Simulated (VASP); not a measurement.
Set up this calculation in VASP 6.6.1, as the native input.

| Property | Result |
| --- | --- |
| Task | single point |
| Functional | r2SCAN |
| Potentials or basis | VASP PAW PBE potentials, release 64 (Br, Si, Se) |
| Cutoff | 550 eV |
| k mesh | 3 × 3 × 3 |
| Occupations | gaussian, width 0.0675 eV |
| Spin | no spin polarisation |
| Dipole correction | no |
| Further INCAR settings | ALGO = Normal; EDIFF = 1e-06; NBANDS = 22 |

The system is SiSe3Br.

```
Br Si Se
1.0
     3.33156    5.77043    0.00000
    -3.33156    5.77043    0.00000
     0.00000    0.00000    6.71895
Br Si Se
1 1 3
Direct
  0.33330 0.33340 0.49990
  0.00000 0.00000 0.33820
  0.00000 0.66010 0.23403
  0.33990 0.00000 0.23403
  0.66010 0.33990 0.23403
```

The input as run:

POSCAR

```
SiSe3Br
1.0
    3.3315600000      5.7704290000      0.0000000000
   -3.3315600000      5.7704290000      0.0000000000
    0.0000000000      0.0000000000      6.7189520000
Br Si Se
1 1 3
Direct
    0.3333000000      0.3334000000      0.4999000000
    0.0000000000      0.0000000000      0.3382000000
    0.0000000000      0.6601000000      0.2340300000
    0.3399000000      0.0000000000      0.2340300000
    0.6601000000      0.3399000000      0.2340300000
```

INCAR.step1

```
SYSTEM = SiSe3Br
ALGO = Normal ; EDIFF = 1E-5
ENCUT = 550 ; GGA = PE
GGA_COMPAT = .False. ; ISMEAR = 0
LASPH = .True. ; LCHARG = .False.
LREAL = .False. ; LWAVE = .True.
NBANDS = 22 ; NELM = 120
PREC = Accurate ; SIGMA = 0.0675
```

INCAR.step2

```
SYSTEM = SiSe3Br
ALGO = Normal ; EDIFF = 1E-6
ENCUT = 550 ; GGA_COMPAT = .False.
ISIF = 2 ; ISMEAR = 0
ISTART = 1 ; LASPH = .True.
LCHARG = .False. ; LMIXTAU = .True.
LREAL = .False. ; LWAVE = .False.
METAGGA = R2SCAN ; NBANDS = 22
NELM = 120 ; PREC = Accurate
SIGMA = 0.0675
```

KPOINTS

```
k-points
0
Gamma
  3 3 3
  0 0 0
```

Potentials or basis: VASP PAW PBE potentials, release 64 (Br, Si, Se).

Command:

```bash
$ cat potpaw_PBE.64/Br/POTCAR potpaw_PBE.64/Si/POTCAR potpaw_PBE.64/Se/POTCAR > POTCAR
$ cp INCAR.step1 INCAR
$ mpirun -np 1 vasp_std > vasp.out
$ cp INCAR.step2 INCAR
$ mpirun -np 1 vasp_std > vasp.out
```

It gave:

* Pressure: -2.6 GPa
* Largest force: 2.310 eV/Å
* Band gap on the k mesh: zero (an odd number of electrons rules out a gap without spin polarisation)

Caveat: the k points lie up to 0.36 Å⁻¹ apart, too coarse for converged energies and pressures of a metal; the PAW data sets were made with another functional, which shifts forces and pressure a little; an odd number of electrons without spin polarisation forces a metal; a magnetic or distorted state may lie lower.

It took 9 min on 1 thread of Intel Xeon 6975P-C, with other jobs on the host, peak memory 0.48 GiB.
